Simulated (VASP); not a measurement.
Wanted: the native input for a VASP 6.6.1 run.

| Item | Value |
| --- | --- |
| Task | single point |
| Functional | PBE |
| Dispersion | D3(BJ) |
| Potentials or basis | VASP PAW PBE potentials, release 64 (Cd, S) |
| Cutoff | 520 eV |
| k mesh | 6 × 6 × 8 |
| Occupations | gaussian, width 0.05 eV |
| Spin | no spin polarisation |
| Dipole correction | no |
| Further INCAR settings | ALGO = Normal; EDIFF = 1e-06; NBANDS = 16 |

The structure of CdS lies in POSCAR:

```
CdS
1.0
    4.0976668513      0.0000000000      0.0000000000
   -2.0488334257      3.5486835895      0.0000000000
    0.0000000000      0.0000000000      3.8283122367
Cd S
1 1
Direct
    0.0000000000      0.0000000000      0.5307944175
    0.6666666667      0.3333333333      0.3462055825
```

These files were run (other wordings do the same):

INCAR

```
PREC = Accurate
ENCUT = 520
EDIFF = 1E-6
ISMEAR = 0
SIGMA = 0.05
LREAL = F
LASPH = T
NELM = 60
ALGO = Normal
ISIF = 2
LWAVE = F
LCHARG = F
GGA = PE
IVDW = 12
NBANDS = 16
```

KPOINTS

```
regular mesh
0
Gamma
  6 6 8
```

Potentials or basis: VASP PAW PBE potentials, release 64 (Cd, S).

Run with:

```sh
$ cat potpaw_PBE.64/Cd/POTCAR potpaw_PBE.64/S/POTCAR > POTCAR
$ mpirun -np 1 vasp_std > vasp.out
```

It gave:

```
Pressure                   : 0.3 GPa
Largest force              : 0.030 eV/Å
Band gap on the k mesh     : 0.92 eV, indirect (least direct gap 1.24 eV)
Dispersion energy per atom : -0.270 eV
```

It took 14 s on 1 thread of Intel(R) Xeon(R) 6975P-C (Granite Rapids), with other jobs on the host, peak memory 0.19 GiB.
